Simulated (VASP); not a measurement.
# Ni (Im-3m) in VASP: notebook

The runs below take Ni through single point, with PBE.

All numbers are computed with VASP 6.6.1; they aren't measurements. Logs are shortened: lines on timing, memory, paths and dates and some standing lists are left out, and cuts for length are marked.

### Step 1. The cell of the first run

It takes space group Im-3m (No. 229, cubic). Conventional cell: a = 2.676 Å, b = 2.676 Å, c = 2.676 Å, α = 90.00°, β = 90.00°, γ = 90.00°. Ni (site symmetry m-3m) has 14 Ni at 2.32 to 2.68 Å within 3.1 Å.

### Step 2. Single point, PBE, collinear spin, ferromagnetic start (volume scaled by 0.88)

File INCAR:

```
PREC = Accurate
ENCUT = 520
EDIFF = 1E-6
ISMEAR = -1
SIGMA = 0.05
LREAL = F
LASPH = T
NELM = 150
ALGO = Normal
ISIF = 2
LWAVE = F
LCHARG = T
ISPIN = 2
MAGMOM = 0.582 0.582
LORBIT = 11
LMAXMIX = 4
GGA = PE
LELF = T
LVHAR = T
NBANDS = 21
```

File KPOINTS:

```
Automatic mesh
0
Gamma
  13 13 13
```

File POSCAR:

```
Ni
1.0
    2.6761086060      0.0000000000      0.0000000000
    0.0000000000      2.6761086060      0.0000000000
    0.0000000000      0.0000000000      2.6761086060
Ni
2
Direct
    0.0000000000      0.0000000000      0.0000000000
    0.5000000000      0.5000000000      0.5000000000
```

Potentials or basis: VASP PAW PBE potentials, release 64 (Ni).

Started as:

```
$ cat potpaw_PBE.64/Ni/POTCAR > POTCAR
$ mpirun -np 1 vasp_std > vasp.out
```

OUTCAR:

```text
PREC = Accurate
   ENCUT = 520
   EDIFF = 1E-6
   ISMEAR = -1
   LREAL = F
   LASPH = T
   NELM = 150
   ISIF = 2
   ISPIN = 2
   LORBIT = 11
   GGA = PE

 ion  position               nearest neighbor table
   1  0.000  0.000  0.000-   2 2.32   2 2.32   2 2.32   2 2.32   2 2.32   2 2.32   2 2.32   2 2.32

   2  0.500  0.500  0.500-   1 2.32   1 2.32   1 2.32   1 2.32   1 2.32   1 2.32   1 2.32   1 2.32

  LATTYP: Found a simple cubic cell.
 ALAT       =     2.6761086060

  Lattice vectors:

 A1 = (   2.6761086060,   0.0000000000,   0.0000000000)
 A2 = (   0.0000000000,   2.6761086060,   0.0000000000)
 A3 = (   0.0000000000,   0.0000000000,   2.6761086060)

Analysis of symmetry for initial positions (statically):
=====================================================================
 Subroutine PRICEL returns following result:

  LATTYP: Found a body centered cubic cell.
 ALAT       =     2.6761086060
[... 12 lines left out ...]
 Subroutine GETGRP returns: Found 48 space group operations
 (whereof 48 operations were pure point group operations)
 out of a pool of 48 trial point group operations.

The static configuration has the point symmetry O_h .

Analysis of symmetry for dynamics (positions and initial velocities):
=====================================================================
 Subroutine PRICEL returns following result:

  LATTYP: Found a body centered cubic cell.
 ALAT       =     2.6761086060
[... 12 lines left out ...]
 Subroutine GETGRP returns: Found 48 space group operations
 (whereof 48 operations were pure point group operations)
 out of a pool of 48 trial point group operations.

The dynamic configuration has the point symmetry O_h .

Analysis of structural, dynamic, and magnetic symmetry:
=====================================================================
 Subroutine PRICEL returns following result:

  LATTYP: Found a body centered cubic cell.
 ALAT       =     2.6761086060
[... 12 lines left out ...]
 Subroutine GETGRP returns: Found 48 space group operations
 (whereof 48 operations were pure point group operations)
 out of a pool of 48 trial point group operations.

The overall configuration has the point symmetry O_h .

 Subroutine INISYM returns: Found 48 space group operations
 (whereof 48 operations are pure point group operations),
 and found     2 'primitive' translations

----------------------------------------------------------------------------------------

                                     Primitive cell

[... 104 lines left out ...]
   EFERMI_NEDOS =   21; number of points for ismear=-14 and -15
   IALGO  =     38    algorithm
   IMIX   =      4    mixing-type and parameters
     AMIX     =   0.40;   BMIX     =  1.00
     AMIX_MAG =   1.60;   BMIX_MAG =  1.00
  volume/ion in A,a.u.               =       9.58        64.67
  Fermi-wavevector in a.u.,A,eV,Ry     =   1.660534  3.137954 37.516338  2.757373
  Thomas-Fermi vector in A             =   2.747754
   LORBIT       =     11    0 simple, 1 ext, 2 COOP (PROOUT), +10 PAW based schemes
   GGA     = PE    functional components
   LHFCALC =     F    Hartree Fock is set to
   AEXX    =    0.0000 exact exchange contribution
   IVDW    =     0    specifies the selected vdW correction
   LEPSILON=     F    determine dielectric tensor
   LRPA    =     F    only Hartree local field effects (RPA)
 spin polarized calculation
  energy-cutoff  :      520.00
  volume of cell :       19.17
 maximum number of plane-waves:       526
 NGX is ok and might be reduce to    20
   NGX =  9   NGY =  9   NGZ =  9

 number of electron      19.9999949 magnetization      -0.0940518

 number of electron      19.9999949 magnetization       0.3414459

 Free energy of the ion-electron system (eV)
  ---------------------------------------------------
  ext. energy  EPLUGINS =         0.00000000
  ---------------------------------------------------
  free energy    TOTEN  =       -10.49105073 eV

  energy without entropy =      -10.46409097  energy(sigma->0) =      -10.47757085

 E-fermi :  11.1053     XC(G=0): -14.0180

 val. band max:       11.1051142713   @ k =   0.3846   0.3846   0.1538
 cond. band min:      11.1054048754   @ k =   0.0769   0.0769   0.0769
 fundamental gap:      0.0002906041
 Fermi energy:        11.1053090458

 spin component 1

 k-point     1 :       0.0000    0.0000    0.0000
  band No.  band energies     occupation
      1       1.3648      1.00000
      2       6.2934      1.00000
      3       6.2934      1.00000
      4       8.7288      1.00000
      5       8.7288      1.00000
      6       8.7288      1.00000
[... 565 lines left out ...]
     20      41.1358      0.00000
     21      41.3116      0.00000

 [... further k-points ...]

 spin component 2

 k-point     1 :       0.0000    0.0000    0.0000
  band No.  band energies     occupation
      1       1.3615      1.00000
      2       6.3765      1.00000
      3       6.3765      1.00000
      4       8.9499      1.00000
      5       8.9499      1.00000
      6       8.9499      1.00000
[... 565 lines left out ...]
     20      41.1355      0.00000
     21      41.3366      0.00000

 [... further k-points ...]
[... 5 lines left out ...]
  --------------------------------------------------------------------------------------
  -------------------------------------------------------------------------------------
  Total        4.1323478      4.1323478      4.1323478      0.0000000      0.0000000     -0.0000000
  in kB      345.4587843    345.4587843    345.4587843      0.0000000      0.0000000     -0.0000000
  external PRESSURE =     345.4587843 kB  Pullay stress =       0.0000000 kB

 VOLUME and BASIS-vectors are now :
 -----------------------------------------------------------------------------
  energy-cutoff  :      520.00
  volume of cell :       19.17
      direct lattice vectors                 reciprocal lattice vectors
     2.676108606  0.000000000  0.000000000     0.373676912  0.000000000  0.000000000
     0.000000000  2.676108606  0.000000000     0.000000000  0.373676912  0.000000000
     0.000000000  0.000000000  2.676108606     0.000000000  0.000000000  0.373676912

 POSITION                                       TOTAL-FORCE (eV/Angst)
 -----------------------------------------------------------------------------------
      0.00000      0.00000      0.00000         0.000000     -0.000000     -0.000000
      1.33805      1.33805      1.33805        -0.000000      0.000000      0.000000
 -----------------------------------------------------------------------------------
    total drift:                                0.000000      0.000000     -0.000000

  FREE ENERGIE OF THE ION-ELECTRON SYSTEM (eV)
  ---------------------------------------------------
  free  energy   TOTEN  =       -10.4910507343 eV

  energy  without entropy=      -10.4640909717  energy(sigma->0) =      -10.47757085

 total charge

# of ion       s       p       d       tot
------------------------------------------
    1        0.548   0.612   8.410   9.570
    2        0.548   0.612   8.410   9.570
--------------------------------------------------
tot          1.096   1.223  16.820  19.139

 magnetization (x)

# of ion       s       p       d       tot
------------------------------------------
    1       -0.002  -0.005   0.177   0.169
    2       -0.002  -0.005   0.177   0.169
--------------------------------------------------
tot         -0.004  -0.011   0.354   0.339
```

stdout:

```text
POSCAR found type information on POSCAR Ni
 POSCAR found :  1 types and       2 ions
 scaLAPACK will be used
 LDA part: xc-table for (Slater+PW92), standard interpolation
 POSCAR, INCAR and KPOINTS ok, starting setup
 FFT: planning ... GRIDC
 FFT: planning ... GRID_SOFT
 FFT: planning ... GRID
 WAVECAR not read
 entering main loop
```

Run time: 3.3 min. Hardware: 1 thread of Intel Xeon 8259CL, shared host; peak memory 0.17 GiB.

What came out:

- Free energy: -10.4911 eV
- Pressure: 34.5 GPa
- Net moment: 0.34 μB per cell
- Site moments: Ni +0.17 μB
- Valence electrons inside the program's atomic spheres: Ni 9.57

Caveat: the cell differs from its parent crystal (volume scaled by 0.88).

### Step 3. Single point, PBE, collinear spin, ferromagnetic start (volume scaled by 0.92)

File INCAR:

```
SYSTEM = Ni
ALGO = Normal
EDIFF = 1E-6
ENCUT = 520
GGA = PE
ISIF = 2
ISMEAR = -1
ISPIN = 2
LASPH = .True.
LCHARG = .False.
LMAXMIX = 4
LORBIT = 11
LREAL = .False.
LWAVE = .False.
MAGMOM = 0.582 0.582
NBANDS = 21
NELM = 150
PREC = Accurate
SIGMA = 0.05
```

File KPOINTS:

```
k-points
0
Gamma
  13 13 13
  0 0 0
```

File POSCAR:

```
Ni
1.0
    2.7160564150      0.0000000000      0.0000000000
    0.0000000000      2.7160564150      0.0000000000
    0.0000000000      0.0000000000      2.7160564150
Ni
2
Direct
    0.0000000000      0.0000000000      0.0000000000
    0.5000000000      0.5000000000      0.5000000000
```

Potentials or basis: VASP PAW PBE potentials, release 64 (Ni).

Started as:

```
$ cat potpaw_PBE.64/Ni/POTCAR > POTCAR
$ mpirun -np 1 vasp_std > vasp.out
```

Run time: 52 s. Hardware: 1 thread of Intel Xeon 8259CL, shared host; peak memory 0.17 GiB.

The run converged. Its results:

| Item | Value |
| --- | --- |
| Free energy | -10.6438 eV |
| Pressure | 21.7 GPa |
| Net moment | 0.99 μB per cell |
| Site moments | Ni +0.50 μB |
| Valence electrons inside the program's atomic spheres | Ni 9.47 |

Levels at points of the mesh, in eV from the Fermi level:
Spin up:
```
           k point  band 9  band 10  band 11  band 12  band 13  band 14
(0.00, 0.00, 0.00)   -0.17    -0.17    -0.17    10.34    10.34    10.34
```
Spin down:
```csv
k point,band 6,band 7,band 8,band 9,band 10,band 11,band 12,band 13,band 14,band 15
"(0.00, 0.00, 0.00)",-1.85,-0.46,-0.46,0.52,0.52,0.52,10.38,10.38,10.38,16.64
```

Caveat: the cell differs from its parent crystal (volume scaled by 0.92).

### Step 4. Single point, PBE, collinear spin, ferromagnetic start (volume scaled by 0.96)

File INCAR:

```
  PREC = Accurate
  ENCUT = 520
  EDIFF = 1E-6
  ISMEAR = -1
  SIGMA = 0.05
  LREAL = F
  LASPH = T
  NELM = 150
  ALGO = Normal
  ISIF = 2
  LWAVE = F
  LCHARG = T
  ISPIN = 2
  MAGMOM = 0.582 0.582
  LORBIT = 11
  LMAXMIX = 4
  GGA = PE
  LELF = T
  LVHAR = T
  NBANDS = 21
```

File KPOINTS:

```
Automatic mesh
0
Gamma
  13 13 13
```

File POSCAR:

```
Ni
1.0
    2.7548624639      0.0000000000      0.0000000000
    0.0000000000      2.7548624639      0.0000000000
    0.0000000000      0.0000000000      2.7548624639
Ni
2
Direct
    0.0000000000      0.0000000000      0.0000000000
    0.5000000000      0.5000000000      0.5000000000
```

Started as:

```
$ cat potpaw_PBE.64/Ni/POTCAR > POTCAR
$ mpirun -np 1 vasp_std > vasp.out
```

It took 46 s on 1 thread of Intel Xeon 8259CL, shared host; peak memory 0.17 GiB.

The run converged. Its results:

```yaml
Free_energy: -10.7306 eV
Pressure: 10.8 GPa
Net_moment: 1.09 μB per cell
Site_moments: Ni +0.55 μB
Valence_electrons_inside_the_program's_atomic_spheres: Ni 9.39
```

Levels at points of the mesh, in eV from the Fermi level:
Spin up:
| k point | band 9 | band 10 | band 11 | band 12 | band 13 | band 14 |
| --- | --- | --- | --- | --- | --- | --- |
| (0.00, 0.00, 0.00) | -0.23 | -0.23 | -0.23 | 10.05 | 10.05 | 10.05 |
Spin down:
```tsv
k point	band 6	band 7	band 8	band 9	band 10	band 11	band 12	band 13	band 14	band 15
(0.00, 0.00, 0.00)	-1.72	-0.41	-0.41	0.51	0.51	0.51	10.09	10.09	10.09	16.19
```

Caveat: the cell differs from its parent crystal (volume scaled by 0.96).

### Step 5. Single point, PBE, collinear spin, ferromagnetic start

This run uses another cell than the first one, of 10.89 Å³/atom, 1.136 times its volume.

File INCAR:

```
ALGO = Normal
EDIFF = 1E-6
ENCUT = 520
GGA = PE
ISIF = 2
ISMEAR = -1
ISPIN = 2
LASPH = True
LCHARG = True
LELF = True
LMAXMIX = 4
LORBIT = 11
LREAL = False
LVHAR = True
LWAVE = False
MAGMOM = 0.582 0.582
NBANDS = 21
NELM = 150
PREC = Accurate
SIGMA = 0.05
```

File KPOINTS:

```
k-points
0
Gamma
  13 13 13
```

File POSCAR:

```
Ni
1.0
    2.7926049959      0.0000000000      0.0000000000
    0.0000000000      2.7926049959      0.0000000000
    0.0000000000      0.0000000000      2.7926049959
Ni
2
Direct
    0.0000000000      0.0000000000      0.0000000000
    0.5000000000      0.5000000000      0.5000000000
```

Potentials or basis: VASP PAW PBE potentials, release 64 (Ni).

Started as:

```
$ cat potpaw_PBE.64/Ni/POTCAR > POTCAR
$ mpirun -np 1 vasp_std > vasp.out
```

OUTCAR:

```text
EDIFF = 1E-6
   ENCUT = 520
   GGA = PE
   ISIF = 2
   ISMEAR = -1
   ISPIN = 2
   LASPH = True
   LORBIT = 11
   LREAL = False
   NELM = 150
   PREC = Accurate

 ion  position               nearest neighbor table
   1  0.000  0.000  0.000-   2 2.42   2 2.42   2 2.42   2 2.42   2 2.42   2 2.42   2 2.42   2 2.42

   2  0.500  0.500  0.500-   1 2.42   1 2.42   1 2.42   1 2.42   1 2.42   1 2.42   1 2.42   1 2.42

  LATTYP: Found a simple cubic cell.
 ALAT       =     2.7926049959

  Lattice vectors:

 A1 = (   2.7926049959,   0.0000000000,   0.0000000000)
 A2 = (   0.0000000000,   2.7926049959,   0.0000000000)
 A3 = (   0.0000000000,   0.0000000000,   2.7926049959)
[... 1394 lines left out ...]
 VOLUME and BASIS-vectors are now :
 -----------------------------------------------------------------------------
  energy-cutoff  :      520.00
  volume of cell :       21.78
      direct lattice vectors                 reciprocal lattice vectors
     2.792604996  0.000000000  0.000000000     0.358088595  0.000000000  0.000000000
     0.000000000  2.792604996  0.000000000     0.000000000  0.358088595  0.000000000
     0.000000000  0.000000000  2.792604996     0.000000000  0.000000000  0.358088595

 POSITION                                       TOTAL-FORCE (eV/Angst)
 -----------------------------------------------------------------------------------
      0.00000      0.00000      0.00000         0.000000      0.000000      0.000000
      1.39630      1.39630      1.39630        -0.000000     -0.000000     -0.000000
 -----------------------------------------------------------------------------------
    total drift:                                0.000000      0.000000     -0.000000

  FREE ENERGIE OF THE ION-ELECTRON SYSTEM (eV)
  ---------------------------------------------------
  free  energy   TOTEN  =       -10.7631919151 eV

  energy  without entropy=      -10.7364650247  energy(sigma->0) =      -10.74982847

 total charge

# of ion       s       p       d       tot
------------------------------------------
    1        0.491   0.488   8.333   9.313
    2        0.491   0.488   8.333   9.313
--------------------------------------------------
tot          0.983   0.976  16.666  18.625

 magnetization (x)

# of ion       s       p       d       tot
------------------------------------------
    1       -0.004  -0.016   0.593   0.574
    2       -0.004  -0.016   0.593   0.574
--------------------------------------------------
tot         -0.007  -0.031   1.186   1.148
```

stdout:

```text
POSCAR found type information on POSCAR Ni
 POSCAR found :  1 types and       2 ions
 scaLAPACK will be used
 LDA part: xc-table for (Slater+PW92), standard interpolation
 POSCAR, INCAR and KPOINTS ok, starting setup
 FFT: planning ... GRIDC
 FFT: planning ... GRID_SOFT
 FFT: planning ... GRID
 WAVECAR not read
 entering main loop
```

It took 61 s on 1 thread of Intel Xeon 8259CL, shared host; peak memory 0.18 GiB.

Results:

```yaml
Free_energy: -10.7632 eV
Pressure: 1.7 GPa
Net_moment: 1.13 μB per cell
Site_moments: Ni +0.57 μB
Valence_electrons_inside_the_program's_atomic_spheres: Ni 9.31
```

Levels at points of the mesh, in eV from the Fermi level:
Spin up:
```tsv
k point	band 8	band 9	band 10	band 11	band 12	band 13	band 14	band 15
(0.00, 0.00, 0.00)	-0.88	-0.28	-0.28	-0.28	9.78	9.78	9.78	15.67
```
Spin down:
```tsv
k point	band 7	band 8	band 9	band 10	band 11	band 12	band 13	band 14
(0.00, 0.00, 0.00)	-0.38	-0.38	0.49	0.49	0.49	9.82	9.82	9.82
```

### Step 6. Single point, PBE, collinear spin, ferromagnetic start (volume scaled by 1.04)

File INCAR:

```
PREC = Accurate
ENCUT = 520
EDIFF = 1E-7
ISMEAR = -1
SIGMA = 0.05
LREAL = False
LASPH = True
NELM = 150
ALGO = Normal
ISIF = 2
LWAVE = False
LCHARG = True
ISPIN = 2
MAGMOM = 0.582 0.582
LORBIT = 11
LMAXMIX = 4
GGA = PE
LELF = True
LVHAR = True
NBANDS = 21
```

File KPOINTS:

```
Automatic mesh
0
Gamma
  13 13 13
```

File POSCAR:

```
Ni
1.0
    2.8293540127      0.0000000000      0.0000000000
    0.0000000000      2.8293540127      0.0000000000
    0.0000000000      0.0000000000      2.8293540127
Ni
2
Direct
    0.0000000000      0.0000000000      0.0000000000
    0.5000000000      0.5000000000      0.5000000000
```

Potentials or basis: VASP PAW PBE potentials, release 64 (Ni).

Started as:

```
$ cat potpaw_PBE.64/Ni/POTCAR > POTCAR
$ mpirun -np 1 vasp_std > vasp.out
```

It took 66 s on 1 thread of Intel Xeon 8259CL, shared host; peak memory 0.19 GiB.

It converged, with:

- Free energy: -10.7528 eV
- Pressure: -5.3 GPa
- Net moment: 1.16 μB per cell
- Site moments: Ni +0.59 μB
- Valence electrons inside the program's atomic spheres: Ni 9.25

Levels at points of the mesh, in eV from the Fermi level:
Spin up:
```tsv
k point	band 8	band 9	band 10	band 11	band 12	band 13	band 14	band 15
(0.00, 0.00, 0.00)	-0.87	-0.32	-0.32	-0.32	9.54	9.54	9.54	15.28
```
Spin down:
```
           k point  band 6  band 7  band 8  band 9  band 10  band 11  band 12  band 13  band 14  band 15
(0.00, 0.00, 0.00)   -1.51   -0.36   -0.36    0.47     0.47     0.47     9.57     9.57     9.57    15.38
```

Caveat: the cell differs from its parent crystal (volume scaled by 1.04).

### Step 7. Summary

| cell | gap on the mesh (eV) | pressure (GPa) | moment (μB) |
| --- | --- | --- | --- |
| a = 2.676 Å, 2 atoms | none | 34.5 | 0.34 |
| a = 2.716 Å, 2 atoms | none | 21.7 | 0.99 |
| a = 2.755 Å, 2 atoms | none | 10.8 | 1.09 |
| a = 2.793 Å, 2 atoms | none | 1.7 | 1.13 |
| a = 2.829 Å, 2 atoms | none | -5.3 | 1.16 |

Alike in all rows: task single point; level PBE; potentials or basis VASP PAW PBE potentials, release 64 (Ni); spin collinear, ferromagnetic start; k mesh 13 × 13 × 13; cutoff (eV) 520; smearing fermi-dirac 0.05 eV.

Absolute energies hang on the potentials; compare differences alone.
